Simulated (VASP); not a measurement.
# MgO (Fm-3m) in VASP: electric field gradients with r2SCAN

Aim: the electric field gradients of MgO with r2SCAN.

All numbers are computed with VASP 6.6.1; they aren't measurements. Logs are shortened: lines on timing, memory, paths and dates and some standing lists are left out, and cuts for length are marked.

## (1) The cell of the first run

It takes space group Fm-3m (No. 225, cubic). The conventional cell has a = 4.270 Å, b = 4.270 Å, c = 4.270 Å, α = 90.00°, β = 90.00°, γ = 90.00°. Mg (site symmetry m-3m) has 6 O at 2.14 Å within 2.8 Å. O (site symmetry m-3m) has 6 Mg at 2.14 Å within 2.8 Å.

## (2) Electric field gradients, r2SCAN

Input file POSCAR:

```
MgO
1.0
    0.0000000000      2.1351500000      2.1351500000
    2.1351500000      0.0000000000      2.1351500000
    2.1351500000      2.1351500000      0.0000000000
Mg O
1 1
Direct
    0.0000000000      0.0000000000      0.0000000000
    0.5000000000      0.5000000000      0.5000000000
```

Input file INCAR.step1:

```
SYSTEM = MgO
ALGO = Normal
EDIFF = 1E-5
ENCUT = 750
GGA = PE
GGA_COMPAT = .False.
ISMEAR = -1
LASPH = .True.
LCHARG = .False.
LREAL = .False.
LWAVE = .True.
NBANDS = 15
NELM = 120
PREC = Accurate
SIGMA = 0.01
```

Input file INCAR.step2:

```
SYSTEM = MgO
ALGO = Normal
EDIFF = 1E-8
ENCUT = 750
GGA_COMPAT = .False.
ISIF = 2
ISMEAR = -1
ISTART = 1
LASPH = .True.
LCHARG = .False.
LEFG = .True.
LMIXTAU = .True.
LREAL = .False.
LWAVE = .False.
METAGGA = R2SCAN
NBANDS = 15
NELM = 120
PREC = Accurate
SIGMA = 0.01
```

Input file KPOINTS:

```
k-points
0
Gamma
  11 11 11
  0 0 0
```

Potentials or basis: VASP PAW PBE potentials, release 64 (Mg_sv, O).

Command:

```
cat potpaw_PBE.64/Mg_sv/POTCAR potpaw_PBE.64/O/POTCAR > POTCAR
cp INCAR.step1 INCAR
mpirun -np 1 vasp_std > vasp.out
cp INCAR.step2 INCAR
mpirun -np 1 vasp_std > vasp.out
```

OUTCAR:

```text
SYSTEM = MgO
   EDIFF = 1E-8
   ENCUT = 750
   ISIF = 2
   ISMEAR = -1
   ISTART = 1
   LASPH = .True.
   LREAL = .False.
   METAGGA = R2SCAN
   NELM = 120
   PREC = Accurate

 ion  position               nearest neighbor table
   1  0.000  0.000  0.000-
   2  0.500  0.500  0.500-

  LATTYP: Found a face centered cubic cell.
 ALAT       =     4.2703000000

  Lattice vectors:

 A1 = (   0.0000000000,   2.1351500000,   2.1351500000)
 A2 = (   2.1351500000,   0.0000000000,   2.1351500000)
 A3 = (   2.1351500000,   2.1351500000,   0.0000000000)

Analysis of symmetry for initial positions (statically):
=====================================================================
 Subroutine PRICEL returns:
 Original cell was already a primitive cell.

 Routine SETGRP: Setting up the symmetry group for a
 face centered cubic supercell.

 Subroutine GETGRP returns: Found 48 space group operations
 (whereof 48 operations were pure point group operations)
 out of a pool of 48 trial point group operations.

The static configuration has the point symmetry O_h .

Analysis of symmetry for dynamics (positions and initial velocities):
=====================================================================
 Subroutine PRICEL returns:
 Original cell was already a primitive cell.

 Routine SETGRP: Setting up the symmetry group for a
 face centered cubic supercell.

 Subroutine GETGRP returns: Found 48 space group operations
 (whereof 48 operations were pure point group operations)
 out of a pool of 48 trial point group operations.

The dynamic configuration has the point symmetry O_h .

 Subroutine INISYM returns: Found 48 space group operations
 (whereof 48 operations are pure point group operations),
 and found     1 'primitive' translations

----------------------------------------------------------------------------------------

                                     Primitive cell

  volume of cell :      19.4677

  direct lattice vectors                    reciprocal lattice vectors
     0.000000000  2.135150000  2.135150000    -0.234175585  0.234175585  0.234175585
     2.135150000  0.000000000  2.135150000     0.234175585 -0.234175585  0.234175585
     2.135150000  2.135150000  0.000000000     0.234175585  0.234175585 -0.234175585

  length of vectors
     3.019558088  3.019558088  3.019558088     0.405604011  0.405604011  0.405604011

  position of ions in fractional coordinates (direct lattice)
     0.000000000  0.000000000  0.000000000
     0.500000000  0.500000000  0.500000000

  ion indices of the primitive-cell ions
   primitive index   ion index
                 1           1
                 2           2

----------------------------------------------------------------------------------------

 KPOINTS: k-points

Automatic generation of k-mesh.
 Grid dimensions read from file:
 generate k-points for:   11   11   11

 Generating k-lattice:

  Cartesian coordinates                     Fractional coordinates (reciprocal lattice)
    -0.021288690  0.021288690  0.021288690     0.090909091  0.000000000  0.000000000
     0.021288690 -0.021288690  0.021288690     0.000000000  0.090909091  0.000000000
     0.021288690  0.021288690 -0.021288690     0.000000000  0.000000000  0.090909091

  Length of vectors
     0.036873092  0.036873092  0.036873092

  Shift w.r.t. Gamma in fractional coordinates (k-lattice)
     0.000000000  0.000000000  0.000000000

 Subroutine IBZKPT returns following result:
 ===========================================

 Found     56 irreducible k-points:

 Following reciprocal coordinates:
            Coordinates               Weight
  0.000000  0.000000  0.000000      1.000000
  0.090909  0.000000  0.000000      8.000000
  0.181818  0.000000  0.000000      8.000000
  0.272727  0.000000  0.000000      8.000000
  0.363636  0.000000  0.000000      8.000000
  0.454545  0.000000  0.000000      8.000000
[... 16 lines left out ...]
 -0.272727  0.181818  0.000000     24.000000
 -0.181818  0.181818  0.000000     12.000000
 [... further k-points ...]
   k-points           NKPTS =     56   k-points in BZ     NKDIM =     56   number of bands    NBANDS=     15
   number of dos      NEDOS =    301   number of ions     NIONS =      2
   total plane-waves  NPLWV =  21952
   dimension x,y,z NGX =    28 NGY =   28 NGZ =   28
   dimension x,y,z NGXF=    56 NGYF=   56 NGZF=   56
   ions per type =               1   1
   NGX,Y,Z   is equivalent  to a cutoff of  15.42, 15.42, 15.42 a.u.
   NGXF,Y,Z  is equivalent  to a cutoff of  30.83, 30.83, 30.83 a.u.
 SYSTEM =  MgO
   PREC   = accura    normal or accurate (medium, high low for compatibility)
   ISTART =      1    job   : 0-new  1-cont  2-samecut
   ICHARG =      0    charge: 1-file 2-atom 10-const
   ISPIN  =      1    spin polarized calculation?
   LNONCOLLINEAR =      F non collinear calculations
   LSORBIT =      F    spin-orbit coupling
   LASPH  =      T    aspherical Exc in radial PAW
   ENCUT  =  750.0 eV  55.12 Ry    7.42 a.u.   6.74  6.74  6.74*2*pi/ulx,y,z
   NELM   =    120;   NELMIN=  2; NELMDL=  0     # of ELM steps
   EDIFF  = 0.1E-07   stopping-criterion for ELM
   LREAL  =      F    real-space projection
   EDIFFG = 0.1E-06   stopping-criterion for IOM
   NSW    =      0    number of steps for IOM
   IBRION =     -1    ionic relax: 0-MD 1-quasi-New 2-CG
   NFREE  =      0    steps in history (QN), initial steepest desc. (CG)
   ISIF   =      2    stress and relaxation
   ISYM   =      2    0-nonsym 1-usesym 2-fastsym
   POTIM  = 0.5000    time-step for ionic-motion
   TEBEG  =    0.0;   TEEND  =   0.0 temperature during run
   PSTRESS=    0.0 pullay stress
   NELECT =      16.0000    total number of electrons
   NUPDOWN=      -1.0000    fix difference up-down
   EMIN   =  10.00;   EMAX   =-10.00  energy-range for DOS
   EFERMI =   0.00;   METHOD = LEGACY
   ISMEAR =    -1;   SIGMA  =   0.01  broadening in eV -4-tet -1-fermi 0-gaus
   EFERMI_NEDOS =   21; number of points for ismear=-14 and -15
   IALGO  =     38    algorithm
   IMIX   =      4    mixing-type and parameters
     AMIX     =   0.40;   BMIX     =  1.00
     AMIX_MAG =   1.60;   BMIX_MAG =  1.00
  volume/ion in A,a.u.               =       9.73        65.69
  Fermi-wavevector in a.u.,A,eV,Ry     =   1.533474  2.897846 31.994681  2.351543
  Thomas-Fermi vector in A             =   2.640536
   LORBIT       =      0    0 simple, 1 ext, 2 COOP (PROOUT), +10 PAW based schemes
   METAGGA = R2SCAN    functional components
   LHFCALC =     F    Hartree Fock is set to
   AEXX    =    0.0000 exact exchange contribution
   IVDW    =     0    specifies the selected vdW correction
   LEPSILON=     F    determine dielectric tensor
   LRPA    =     F    only Hartree local field effects (RPA)
 non-spin polarized calculation
  energy-cutoff  :      750.00
  volume of cell :       19.47
 maximum number of plane-waves:       926
   NGX = 13   NGY = 13   NGZ = 13

 number of electron      15.9999998 magnetization

 Free energy of the ion-electron system (eV)
  ---------------------------------------------------
  ext. energy  EPLUGINS =         0.00000000
  ---------------------------------------------------
  free energy    TOTEN  =       -16.14815599 eV

  energy without entropy =      -16.14815599  energy(sigma->0) =      -16.14815599

 E-fermi :   2.4639     XC(G=0): -11.8140

 val. band max:        2.2253409434   @ k =   0.0000   0.0000   0.0000
 cond. band min:       7.4697211624   @ k =   0.0000   0.0000   0.0000
 fundamental gap:      5.2443802191
 Fermi energy:         2.4639497244

 k-point     1 :       0.0000    0.0000    0.0000
  band No.  band energies     occupation
      1     -72.9032      2.00000
      2     -37.9976      2.00000
      3     -37.9976      2.00000
      4     -37.9976      2.00000
      5     -15.7586      2.00000
      6       2.2253      2.00000
      7       2.2253      2.00000
      8       2.2253      2.00000
      9       7.4697      0.00000
     10      18.8414      0.00000
     11      18.8414      0.00000
     12      18.8414      0.00000
     13      22.8280      0.00000
     14      24.6205      0.00000
     15      24.6205      0.00000

 k-point     2 :       0.0909    0.0000    0.0000
  band No.  band energies     occupation
      1     -72.9028      2.00000
      2     -38.0036      2.00000
      3     -37.9985      2.00000
      4     -37.9985      2.00000
      5     -15.6768      2.00000
      6       1.7074      2.00000
      7       2.1713      2.00000
      8       2.1713      2.00000
      9       7.9872      0.00000
     10      17.7618      0.00000
     11      19.0411      0.00000
     12      19.0411      0.00000
     13      23.9668      0.00000
     14      23.9668      0.00000
     15      24.2595      0.00000

 k-point     3 :       0.1818    0.0000    0.0000
  band No.  band energies     occupation
      1     -72.9014      2.00000
      2     -38.0189      2.00000
      3     -38.0000      2.00000
      4     -38.0000      2.00000
      5     -15.4492      2.00000
      6       0.5868      2.00000
      7       2.0305      2.00000
      8       2.0305      2.00000
      9       9.0714      0.00000
     10      16.3087      0.00000
     11      19.4793      0.00000
     12      19.4794      0.00000
     13      23.2273      0.00000
     14      23.2273      0.00000
     15      25.4298      0.00000
[... 343 lines left out ...]
 k-point    23 :      -0.2727    0.1818    0.0000
  band No.  band energies     occupation
      1     -72.8974      2.00000
      2     -38.0479      2.00000
      3     -38.0179      2.00000
      4     -38.0033      2.00000
      5     -14.7627      2.00000
      6      -1.1311      2.00000
      7       0.7501      2.00000
      8       1.6861      2.00000
      9      11.7154      0.00000
     10      14.9023      0.00000
     11      17.6667      0.00000
     12      20.4151      0.00000
     13      22.6412      0.00000
     14      24.4925      0.00000
     15      27.8813      0.00000

 k-point    24 :      -0.1818    0.1818    0.0000
  band No.  band energies     occupation
      1     -72.8990      2.00000
      2     -38.0365      2.00000
      3     -38.0127      2.00000
      4     -38.0009      2.00000
      5     -15.0385      2.00000
      6      -0.5130      2.00000
      7       1.1675      2.00000
      8       1.8671      2.00000
      9      10.8073      0.00000
     10      15.0814      0.00000
     11      18.4845      0.00000
     12      21.0280      0.00000
     13      21.0632      0.00000
     14      24.4091      0.00000
     15      27.6836      0.00000

 [... further k-points ...]

------------------------ aborting loop because EDIFF is reached ----------------------------------------

  FORCE on cell =-STRESS in cart. coord.  units (eV):
  Direction    XX          YY          ZZ          XY          YZ          ZX
  --------------------------------------------------------------------------------------
  -------------------------------------------------------------------------------------
  Total       -0.8558342     -0.8558342     -0.8558342      0.0000000      0.0000000      0.0000000
  in kB      -70.4344398    -70.4344398    -70.4344398      0.0000000      0.0000000      0.0000000
  external PRESSURE =     -70.4344398 kB  Pullay stress =       0.0000000 kB

 VOLUME and BASIS-vectors are now :
 -----------------------------------------------------------------------------
  energy-cutoff  :      750.00
  volume of cell :       19.47
      direct lattice vectors                 reciprocal lattice vectors
     0.000000000  2.135150000  2.135150000    -0.234175585  0.234175585  0.234175585
     2.135150000  0.000000000  2.135150000     0.234175585 -0.234175585  0.234175585
     2.135150000  2.135150000  0.000000000     0.234175585  0.234175585 -0.234175585

 POSITION                                       TOTAL-FORCE (eV/Angst)
 -----------------------------------------------------------------------------------
      0.00000      0.00000      0.00000         0.000000     -0.000000     -0.000000
      2.13515      2.13515      2.13515        -0.000000      0.000000      0.000000
 -----------------------------------------------------------------------------------
    total drift:                                0.000000      0.000000      0.000000

  FREE ENERGIE OF THE ION-ELECTRON SYSTEM (eV)
  ---------------------------------------------------
  free  energy   TOTEN  =       -16.1481559892 eV

  energy  without entropy=      -16.1481559892  energy(sigma->0) =      -16.14815599

 Electric field gradients (V/A^2)
---------------------------------------------------------------------
 ion       V_xx      V_yy      V_zz      V_xy      V_xz      V_yz
---------------------------------------------------------------------
   1       0.000     0.000    -0.000    -0.006    -0.006    -0.006
   2      -0.000    -0.000    -0.000    -0.001    -0.001    -0.001
---------------------------------------------------------------------

 Electric field gradients after diagonalization (V/A^2)
 (convention: |V_zz| > |V_xx| > |V_yy|)
----------------------------------------------------------------------
 ion       V_xx      V_yy      V_zz     asymmetry (V_yy - V_xx)/ V_zz
----------------------------------------------------------------------
   1       0.006     0.006    -0.012       0.000
   2       0.001     0.001    -0.002       0.000
----------------------------------------------------------------------

           NMR quadrupolar parameters

 Cq : quadrupolar parameter    Cq=e*Q*V_zz/h
 eta: asymmetry parameters     (V_yy - V_xx)/ V_zz
 Q  : nuclear electric quadrupole moment in mb (millibarn)
----------------------------------------------------------------------
 ion       Cq(MHz)       eta       Q (mb)
----------------------------------------------------------------------
   1      -0.000       0.000       1.000
   2      -0.000       0.000       1.000
----------------------------------------------------------------------
```

Run time: 64 s. Hardware: 1 thread of Intel Xeon 6975P-C (Granite Rapids), shared host; peak memory 0.17 GiB.

What came out:

| Item | Value |
| --- | --- |
| Free energy | -16.1482 eV |
| Pressure | -7.0 GPa |
| Band gap on the k mesh | 5.24 eV |
| Largest electric field gradient by atom | zero within the noise of the run |

Levels at points of the mesh, in eV from the valence-band top:
```csv
k point,band 5,band 6,band 7,band 8,band 9,band 10,band 11,band 12
"(0.00, 0.00, 0.00)",-17.98,0.00,0.00,0.00,5.24,16.62,16.62,16.62
```

Caveat: the cell stands under tension; the PAW data sets were made with another functional, which shifts forces and pressure a little. r2SCAN opens gaps a little over a GGA but as a rule still falls short of measured ones.
